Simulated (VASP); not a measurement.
# Ga3P2N (R-3m) in VASP: single point with PBE

Aim: the single point of Ga3P2N with PBE.

All numbers are computed with VASP 6.6.1; they aren't measurements. Logs are shortened: lines on timing, memory, paths and dates and some standing lists are left out, and cuts for length are marked.

## (1) The cell of the first run

It takes space group R-3m (No. 166, trigonal). The conventional cell has a = 6.262 Å, b = 6.262 Å, c = 8.429 Å, α = 90.00°, β = 90.00°, γ = 120.00°. Ga (site symmetry 2/m) has 2 N at 2.29 Å and 2 P at 2.48 Å within 3.0 Å. P (site symmetry 3m) has 1 P at 2.22 Å and 3 Ga at 2.48 Å within 2.9 Å. Within 3.2 Å of N (site symmetry -3m) lie 6 Ga at 2.29 Å and 2 P at 3.11 Å.

The cell was built from a structure type or drawn by symmetry, and may not be a known phase.

## (2) Single point, PBE, collinear spin, ferromagnetic start

The input, INCAR:

```
SYSTEM = Ga3P2N
  ALGO = Normal
  EDIFF = 1E-6
  ENCUT = 520
  GGA = PE
  ISIF = 2
  ISMEAR = 0
  ISPIN = 2
  LASPH = .True.
  LCHARG = .False.
  LORBIT = 11
  LREAL = .False.
  LWAVE = .False.
  MAGMOM = 0 0 0 0 0 1
  NBANDS = 40
  NELM = 150
  PREC = Accurate
  SIGMA = 0.1
```

The input, KPOINTS:

```
k-points
0
Gamma
  6 6 6
  0 0 0
```

The input, POSCAR:

```
Ga3P2N
1.0
    3.1311268859      1.8077569504      2.8096728653
   -3.1311268859      1.8077569504      2.8096728653
    0.0000000000     -3.6155139008      2.8096728653
Ga P N
3 2 1
Direct
    0.0000000000      0.5000000000      0.0000000000
    0.5000000000      0.0000000000      0.0000000000
    0.0000000000      0.0000000000      0.5000000000
    0.6314300017      0.6314300017      0.6314300017
    0.3685699983      0.3685699983      0.3685699983
    0.0000000000      0.0000000000      0.0000000000
```

Potentials or basis: VASP PAW PBE potentials, release 64 (Ga_d, P, N).

The run is started by

```console
cat potpaw_PBE.64/Ga_d/POTCAR potpaw_PBE.64/P/POTCAR potpaw_PBE.64/N/POTCAR > POTCAR
mpirun -np 1 vasp_std > vasp.out
```

OUTCAR:

```text
SYSTEM = Ga3P2N
   EDIFF = 1E-6
   ENCUT = 520
   GGA = PE
   ISIF = 2
   ISMEAR = 0
   ISPIN = 2
   LASPH = .True.
   LORBIT = 11
   LREAL = .False.
   NELM = 150
   PREC = Accurate

 ion  position               nearest neighbor table
   1  0.000  0.500  0.000-   6 2.29   6 2.29   4 2.48   5 2.48
   2  0.500  0.000  0.000-   6 2.29   6 2.29   4 2.48   5 2.48
   3  0.000  0.000  0.500-   6 2.29   6 2.29   4 2.48   5 2.48
   4  0.631  0.631  0.631-   5 2.22   3 2.48   1 2.48   2 2.48
   5  0.369  0.369  0.369-   4 2.22   3 2.48   1 2.48   2 2.48
   6  0.000  0.000  0.000-   3 2.29   3 2.29   1 2.29   2 2.29   1 2.29   2 2.29

  LATTYP: Found a trigonal (rhomboedric) cell.
 ALAT       =     4.5788865871
 COS(alpha) =     0.0647847999

  Lattice vectors:

 A1 = (   3.1311268859,   1.8077569504,   2.8096728653)
 A2 = (  -3.1311268859,   1.8077569504,   2.8096728653)
 A3 = (   0.0000000000,  -3.6155139008,   2.8096728653)

Analysis of symmetry for initial positions (statically):
=====================================================================
 Subroutine PRICEL returns:
 Original cell was already a primitive cell.

 Routine SETGRP: Setting up the symmetry group for a
 trigonal (rhombohedral) supercell.

 Subroutine GETGRP returns: Found 12 space group operations
 (whereof 12 operations were pure point group operations)
 out of a pool of 12 trial point group operations.

The static configuration has the point symmetry D_3d.

Analysis of symmetry for dynamics (positions and initial velocities):
=====================================================================
 Subroutine PRICEL returns:
 Original cell was already a primitive cell.

 Routine SETGRP: Setting up the symmetry group for a
 trigonal (rhombohedral) supercell.

 Subroutine GETGRP returns: Found 12 space group operations
 (whereof 12 operations were pure point group operations)
 out of a pool of 12 trial point group operations.

The dynamic configuration has the point symmetry D_3d.

Analysis of structural, dynamic, and magnetic symmetry:
=====================================================================
 Subroutine PRICEL returns:
 Original cell was already a primitive cell.

 Routine SETGRP: Setting up the symmetry group for a
 trigonal (rhombohedral) supercell.

 Subroutine GETGRP returns: Found 12 space group operations
 (whereof 12 operations were pure point group operations)
 out of a pool of 12 trial point group operations.

The overall configuration has the point symmetry D_3d.

 Subroutine INISYM returns: Found 12 space group operations
 (whereof 12 operations are pure point group operations),
 and found     1 'primitive' translations

----------------------------------------------------------------------------------------

                                     Primitive cell

  volume of cell :      95.4218

  direct lattice vectors                    reciprocal lattice vectors
     3.131126886  1.807756950  2.809672865     0.159686917  0.092195285  0.118637774
    -3.131126886  1.807756950  2.809672865    -0.159686917  0.092195285  0.118637774
     0.000000000 -3.615513901  2.809672865     0.000000000 -0.184390569  0.118637774

  length of vectors
     4.578886587  4.578886587  4.578886587     0.219259671  0.219259671  0.219259671

  position of ions in fractional coordinates (direct lattice)
     0.000000000  0.500000000  0.000000000
     0.500000000  0.000000000  0.000000000
     0.000000000  0.000000000  0.500000000
     0.631430002  0.631430002  0.631430002
     0.368569998  0.368569998  0.368569998
     0.000000000  0.000000000  0.000000000

  ion indices of the primitive-cell ions
   primitive index   ion index
                 1           1
                 2           2
                 3           3
                 4           4
                 5           5
                 6           6

----------------------------------------------------------------------------------------

 KPOINTS: k-points

Automatic generation of k-mesh.
 Grid dimensions read from file:
 generate k-points for:    6    6    6

 Generating k-lattice:

  Cartesian coordinates                     Fractional coordinates (reciprocal lattice)
     0.026614486  0.015365881  0.019772962     0.166666667  0.000000000  0.000000000
    -0.026614486  0.015365881  0.019772962     0.000000000  0.166666667  0.000000000
     0.000000000 -0.030731762  0.019772962     0.000000000  0.000000000  0.166666667

  Length of vectors
     0.036543279  0.036543279  0.036543279

  Shift w.r.t. Gamma in fractional coordinates (k-lattice)
     0.000000000  0.000000000  0.000000000

 Subroutine IBZKPT returns following result:
 ===========================================

 Found     32 irreducible k-points:

 Following reciprocal coordinates:
            Coordinates               Weight
  0.000000  0.000000  0.000000      1.000000
  0.166667  0.000000  0.000000      6.000000
  0.333333 -0.000000 -0.000000      6.000000
  0.500000  0.000000  0.000000      3.000000
  0.166667  0.166667  0.000000      6.000000
  0.333333  0.166667  0.000000     12.000000
[... 16 lines left out ...]
  0.500000  0.500000  0.166667      6.000000
 -0.333333  0.500000  0.166667     12.000000
 [... further k-points ...]
   k-points           NKPTS =     32   k-points in BZ     NKDIM =     32   number of bands    NBANDS=     40
   number of dos      NEDOS =    301   number of ions     NIONS =      6
   total plane-waves  NPLWV =  46656
   dimension x,y,z NGX =    36 NGY =   36 NGZ =   36
   dimension x,y,z NGXF=    72 NGYF=   72 NGZF=   72
   ions per type =               3   2   1
   NGX,Y,Z   is equivalent  to a cutoff of  13.07, 13.07, 13.07 a.u.
   NGXF,Y,Z  is equivalent  to a cutoff of  26.14, 26.14, 26.14 a.u.
 SYSTEM =  Ga3P2N
   PREC   = accura    normal or accurate (medium, high low for compatibility)
   ISTART =      0    job   : 0-new  1-cont  2-samecut
   ICHARG =      2    charge: 1-file 2-atom 10-const
   ISPIN  =      2    spin polarized calculation?
   LNONCOLLINEAR =      F non collinear calculations
   LSORBIT =      F    spin-orbit coupling
   LASPH  =      T    aspherical Exc in radial PAW
   ENCUT  =  520.0 eV  38.22 Ry    6.18 a.u.   8.51  8.51  8.51*2*pi/ulx,y,z
   NELM   =    150;   NELMIN=  2; NELMDL= -5     # of ELM steps
   EDIFF  = 0.1E-05   stopping-criterion for ELM
   LREAL  =      F    real-space projection
   EDIFFG = 0.1E-04   stopping-criterion for IOM
   NSW    =      0    number of steps for IOM
   IBRION =     -1    ionic relax: 0-MD 1-quasi-New 2-CG
   NFREE  =      0    steps in history (QN), initial steepest desc. (CG)
   ISIF   =      2    stress and relaxation
   ISYM   =      2    0-nonsym 1-usesym 2-fastsym
   POTIM  = 0.5000    time-step for ionic-motion
   TEBEG  =    0.0;   TEEND  =   0.0 temperature during run
   PSTRESS=    0.0 pullay stress
   NELECT =      54.0000    total number of electrons
   NUPDOWN=      -1.0000    fix difference up-down
   EMIN   =  10.00;   EMAX   =-10.00  energy-range for DOS
   EFERMI =   0.00;   METHOD = LEGACY
   ISMEAR =     0;   SIGMA  =   0.10  broadening in eV -4-tet -1-fermi 0-gaus
   EFERMI_NEDOS =   21; number of points for ismear=-14 and -15
   IALGO  =     38    algorithm
   IMIX   =      4    mixing-type and parameters
     AMIX     =   0.40;   BMIX     =  1.00
     AMIX_MAG =   1.60;   BMIX_MAG =  1.00
  volume/ion in A,a.u.               =      15.90       107.32
  Fermi-wavevector in a.u.,A,eV,Ry     =   1.354119  2.558914 24.948165  1.833638
  Thomas-Fermi vector in A             =   2.481317
   LORBIT       =     11    0 simple, 1 ext, 2 COOP (PROOUT), +10 PAW based schemes
   GGA     = PE    functional components
   LHFCALC =     F    Hartree Fock is set to
   AEXX    =    0.0000 exact exchange contribution
   IVDW    =     0    specifies the selected vdW correction
   LEPSILON=     F    determine dielectric tensor
   LRPA    =     F    only Hartree local field effects (RPA)
 spin polarized calculation
 Gauss-broadening in eV      SIGMA  =   0.10
  energy-cutoff  :      520.00
  volume of cell :       95.42
 maximum number of plane-waves:      2609
 NGX is ok and might be reduce to    36
   NGX = 17   NGY = 17   NGZ = 17

 number of electron      54.0000060 magnetization       0.0000402

 number of electron      54.0000060 magnetization      -0.0000260

 Free energy of the ion-electron system (eV)
  ---------------------------------------------------
  ext. energy  EPLUGINS =         0.00000000
  ---------------------------------------------------
  free energy    TOTEN  =       -25.68657592 eV

  energy without entropy =      -25.67588339  energy(sigma->0) =      -25.68122965

 E-fermi :   6.5292     XC(G=0): -11.0119

 val. band max:        6.5165064070   @ k =   0.1667   0.0000   0.0000
 cond. band min:       6.5510214649   @ k =   0.3333   0.1667   0.1667
 fundamental gap:      0.0345150580
 Fermi energy:         6.5291870117

 spin component 1

 k-point     1 :       0.0000    0.0000    0.0000
  band No.  band energies     occupation
      1      -9.4340      1.00000
      2      -8.7561      1.00000
      3      -8.6022      1.00000
      4      -8.6022      1.00000
      5      -8.5838      1.00000
      6      -8.5838      1.00000
[... 31 lines left out ...]
     38      12.7626      0.00000
     39      16.3224      0.00000

 k-point     2 :       0.1667    0.0000    0.0000
  band No.  band energies     occupation
      1      -9.3731      1.00000
      2      -8.7360      1.00000
      3      -8.5990      1.00000
      4      -8.5905      1.00000
      5      -8.5843      1.00000
      6      -8.5779      1.00000
[... 913 lines left out ...]
     38      13.9467      0.00000
     39      15.0877      0.00000

 k-point    24 :      -0.3333    0.5000    0.1667
  band No.  band energies     occupation
      1      -8.8850      1.00000
      2      -8.7128      1.00000
      3      -8.5987      1.00000
      4      -8.5767      1.00000
      5      -8.5545      1.00000
      6      -8.5355      1.00000
[... 31 lines left out ...]
     38      14.3033      0.00000
     39      15.1548      0.00000

 [... further k-points ...]

 spin component 2

 k-point     1 :       0.0000    0.0000    0.0000
  band No.  band energies     occupation
      1      -9.4340      1.00000
      2      -8.7561      1.00000
      3      -8.6022      1.00000
      4      -8.6022      1.00000
      5      -8.5838      1.00000
      6      -8.5838      1.00000
[... 31 lines left out ...]
     38      12.7626      0.00000
     39      16.3224      0.00000

 k-point     2 :       0.1667    0.0000    0.0000
  band No.  band energies     occupation
      1      -9.3732      1.00000
      2      -8.7360      1.00000
      3      -8.5990      1.00000
      4      -8.5905      1.00000
      5      -8.5843      1.00000
      6      -8.5779      1.00000
[... 913 lines left out ...]
     38      13.9467      0.00000
     39      15.0877      0.00000

 k-point    24 :      -0.3333    0.5000    0.1667
  band No.  band energies     occupation
      1      -8.8850      1.00000
      2      -8.7129      1.00000
      3      -8.5987      1.00000
      4      -8.5767      1.00000
      5      -8.5545      1.00000
      6      -8.5355      1.00000
[... 31 lines left out ...]
     38      14.3033      0.00000
     39      15.1548      0.00000

 [... further k-points ...]

 [bands above 39 left out]

------------------------ aborting loop because EDIFF is reached ----------------------------------------

  FORCE on cell =-STRESS in cart. coord.  units (eV):
  Direction    XX          YY          ZZ          XY          YZ          ZX
  --------------------------------------------------------------------------------------
  -------------------------------------------------------------------------------------
  Total       -0.0002555     -0.0002555     -0.1248976      0.0000000      0.0000000      0.0000000
  in kB       -0.0042901     -0.0042901     -2.0970898      0.0000000      0.0000000      0.0000000
  external PRESSURE =      -0.7018900 kB  Pullay stress =       0.0000000 kB

 VOLUME and BASIS-vectors are now :
 -----------------------------------------------------------------------------
  energy-cutoff  :      520.00
  volume of cell :       95.42
      direct lattice vectors                 reciprocal lattice vectors
     3.131126886  1.807756950  2.809672865     0.159686917  0.092195285  0.118637774
    -3.131126886  1.807756950  2.809672865    -0.159686917  0.092195285  0.118637774
     0.000000000 -3.615513901  2.809672865     0.000000000 -0.184390569  0.118637774

 POSITION                                       TOTAL-FORCE (eV/Angst)
 -----------------------------------------------------------------------------------
     -1.56556      0.90388      1.40484        -0.000000      0.000000     -0.000000
      1.56556      0.90388      1.40484        -0.000000      0.000000     -0.000000
      0.00000     -1.80776      1.40484         0.000000      0.000000     -0.000000
      0.00000      0.00000      5.32234        -0.000000      0.000000     -0.084198
      0.00000      0.00000      3.10668        -0.000000     -0.000000      0.084198
      0.00000      0.00000      0.00000        -0.000000      0.000000     -0.000000
 -----------------------------------------------------------------------------------
    total drift:                               -0.000000      0.000000     -0.000000

  FREE ENERGIE OF THE ION-ELECTRON SYSTEM (eV)
  ---------------------------------------------------
  free  energy   TOTEN  =       -25.6865759216 eV

  energy  without entropy=      -25.6758833854  energy(sigma->0) =      -25.68122965

 total charge

# of ion       s       p       d       tot
------------------------------------------
    1        0.953   0.534  10.014  11.501
    2        0.953   0.534  10.014  11.501
    3        0.953   0.534  10.014  11.501
    4        1.080   1.378   0.000   2.458
    5        1.080   1.378   0.000   2.458
    6        1.305   2.238   0.000   3.543
--------------------------------------------------
tot          6.325   6.596  30.042  42.963

 magnetization (x)

# of ion       s       p       d       tot
------------------------------------------
    1       -0.000  -0.000  -0.000  -0.000
    2       -0.000  -0.000  -0.000  -0.000
    3       -0.000  -0.000  -0.000  -0.000
    4        0.000   0.000   0.000   0.000
    5        0.000   0.000   0.000   0.000
    6       -0.000  -0.000   0.000  -0.000
--------------------------------------------------
tot         -0.000  -0.000  -0.000  -0.000
```

Run time: 5.9 min. Hardware: 1 thread of Intel Xeon Platinum 8375C at 2.90GHz (Ice Lake), shared host; peak memory 0.34 GiB.

Results:

```yaml
Free_energy: -25.6866 eV
Pressure: -0.1 GPa
Largest_force: 0.084 eV/Å
Band_gap_on_the_k_mesh: zero (filled and empty bands overlap)
Net_moment: 0.00 μB per cell
Valence_electrons_inside_the_program's_atomic_spheres: Ga 11.50; P 2.46; N 3.54
```

Forces on the atoms (eV/Å):
```
Ga   0.000  0.000  0.000
Ga   0.000  0.000  0.000
Ga   0.000  0.000  0.000
P    0.000  0.000 -0.084
P    0.000  0.000  0.084
N    0.000  0.000  0.000
```

Stress tensor (GPa, compression positive):
```
 0.00  0.00  0.00
 0.00  0.00  0.00
 0.00  0.00 -0.21
```

Levels at points of the mesh, in eV from the Fermi level:
Spin up:
```tsv
k point	band 25	band 26	band 27	band 28	band 29	band 30
(0.00, 0.00, 0.00)	-2.21	-2.21	0.04	1.17	1.17	1.58
(0.50, 0.00, 0.00)	-2.57	-2.26	-0.72	-0.51	2.08	2.84
(0.50, 0.50, 0.00)	-2.35	-1.51	-0.35	0.87	1.88	2.08
(0.50, 0.50, 0.50)	-0.04	-0.04	0.60	2.70	3.53	3.53
```
Spin down:
```csv
k point,band 23,band 24,band 25,band 26,band 27,band 28,band 29,band 30,band 31,band 32
"(0.00, 0.00, 0.00)",-4.93,-4.07,-2.21,-2.21,0.04,1.17,1.17,1.58,1.58,1.95
"(0.50, 0.00, 0.00)",-3.95,-2.79,-2.57,-2.26,-0.72,-0.51,2.08,2.84,3.02,3.04
"(0.50, 0.50, 0.00)",-4.01,-2.91,-2.35,-1.51,-0.35,0.87,1.88,2.08,3.33,4.01
"(0.50, 0.50, 0.50)",-5.67,-1.61,-0.04,-0.04,0.60,2.70,3.53,3.53,3.81,4.40
```
